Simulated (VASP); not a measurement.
Ca3TeRu2:

```
CELL_PARAMETERS angstrom
4.11637 0.00000 0.00000
0.00000 4.11637 0.00000
0.00000 0.00000 8.47868
ATOMIC_POSITIONS crystal
Ca 0.50000 0.50000 0.77059
Ca 0.50000 0.50000 0.22941
Ca 0.00000 0.00000 0.50000
Te 0.50000 0.50000 0.50000
Ru 0.00000 0.50000 0.61471
Ru 0.50000 0.00000 0.38529
```

The cell was generated, and may not be a known phase.

| Quantity | Value |
| --- | --- |
| Program | VASP 6.6.1 |
| Task | relaxation of cell and atoms |
| Functional | PBE |
| Potentials or basis | VASP PAW PBE potentials, release 64 (Ca_sv, Te, Ru_pv) |
| Cutoff | 600 eV |
| k mesh | 4 × 4 × 2 |
| Occupations | gaussian, width 0.1 eV |
| Spin | no spin polarisation |

At the start: pressure 61.3 GPa; volume 23.94 Å³/atom.

Task: Where does the relaxation end?

Result: Over 19 steps the energy falls by 2176.4 meV/atom and the volume is 35.36 Å³/atom (+47.7 %); space group P-4m2 (No. 115, to 0.1 Å) before and after.

The path:
```csv
step,energy change (eV),largest force (eV/Å),pressure (GPa),volume (Å³)
1,0.0000,11.8332,61.26,143.67
2,-5.0134,0.9738,-5.41,429.31
3,-12.7083,0.5885,-3.27,239.44
4,-12.8670,0.4311,-2.24,231.32
5,-12.9727,0.2485,0.21,217.02
6,-12.9742,0.2010,-0.13,218.69
7,-12.9939,0.2228,-0.08,218.14
8,-13.0301,0.2844,0.10,216.34
9,-13.0092,0.2754,0.57,212.09
10,-13.0384,0.3003,0.22,215.08
11,-13.0483,0.0574,-0.43,217.26
12,-13.0484,0.0816,-0.36,217.03
13,-13.0543,0.0761,0.02,213.97
14,-13.0543,0.0681,0.00,214.15
15,-13.0552,0.0633,-0.03,213.94
16,-13.0571,0.0479,-0.10,213.29
17,-13.0570,0.0731,-0.23,212.00
18,-13.0577,0.0423,-0.17,212.69
19,-13.0582,0.0325,-0.11,212.19
```

Final structure:
```cif
data_structure
_symmetry_space_group_name_H-M 'P 1'
_symmetry_Int_Tables_number 1
_cell_length_a 4.5181
_cell_length_b 4.5181
_cell_length_c 10.3946
_cell_angle_alpha 90.000
_cell_angle_beta 90.000
_cell_angle_gamma 90.000
_cell_volume 212.19
loop_
_atom_site_label
_atom_site_type_symbol
_atom_site_fract_x
_atom_site_fract_y
_atom_site_fract_z
_atom_site_occupancy
Ca1 Ca 0.50000 0.50000 0.80752 1
Ca2 Ca 0.50000 0.50000 0.19248 1
Ca3 Ca 0.00000 0.00000 0.50000 1
Te1 Te 0.50000 0.50000 0.50000 1
Ru1 Ru 0.00000 0.50000 0.64498 1
Ru2 Ru 0.50000 0.00000 0.35502 1
```

Caveat: the k points lie up to 0.35 Å⁻¹ apart in the final cell; the volume moved by over 15 % at a fixed basis, so the end points are rough.
